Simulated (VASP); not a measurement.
Wanted: the native input for a VASP 6.6.1 run.

```yaml
Task: single point
Functional: PBE
Potentials_or_basis: VASP PAW PBE potentials, release 64 (In_d, P)
Cutoff: 500 eV
k_mesh: 3 × 3 × 3
Occupations: gaussian, width 0.01 eV
Spin: no spin polarisation
Dipole_correction: no
Further_INCAR_settings: ALGO = Normal; EDIFF = 1e-06; NBANDS = 16
```

The structure of InP lies in POSCAR:

```
InP
1.0
    0.0000000000      2.9670733100      2.9670733100
    2.9670733100      0.0000000000      2.9670733100
    2.9670733100      2.9670733100      0.0000000000
In P
1 1
Direct
    0.0000000000      0.0000000000      0.0000000000
    0.2500000000      0.2500000000      0.2500000000
```

The input as run:

INCAR

```
SYSTEM = InP
PREC     = Accurate       ! precision mode
ENCUT    = 500            ! plane-wave cutoff, eV
EDIFF    = 1E-6           ! SCF threshold, eV
ISMEAR   = 0              ! smearing method
SIGMA    = 0.01           ! smearing width, eV
LREAL    = .FALSE.        ! projectors in reciprocal space
LASPH    = .TRUE.         ! aspherical terms in the spheres
NELM     = 120            ! most SCF steps
ALGO     = Normal         ! electronic algorithm
ISIF     = 2              ! what is computed and relaxed
LWAVE    = .FALSE.        ! write WAVECAR
LCHARG   = .FALSE.        ! write CHGCAR
GGA      = PE             ! functional
NBANDS   = 16             ! bands
GGA_COMPAT= .FALSE.
```

KPOINTS

```
regular mesh
0
G
  3 3 3
  0 0 0
```

Potentials or basis: VASP PAW PBE potentials, release 64 (In_d, P).

The run is started by

```bash
$ cat potpaw_PBE.64/In_d/POTCAR potpaw_PBE.64/P/POTCAR > POTCAR
$ mpirun -np 1 vasp_std > vasp.out
```

It gave:

* Pressure: 1.5 GPa
* Band gap on the k mesh: 0.47 eV, direct

Caveat: the k points lie up to 0.61 Å⁻¹ apart; spin-orbit coupling is left out, which moves the levels of the heavy elements.

Run time: 10 s on 1 thread of AMD EPYC 7R13, with other jobs on the host, peak memory 0.14 GiB.
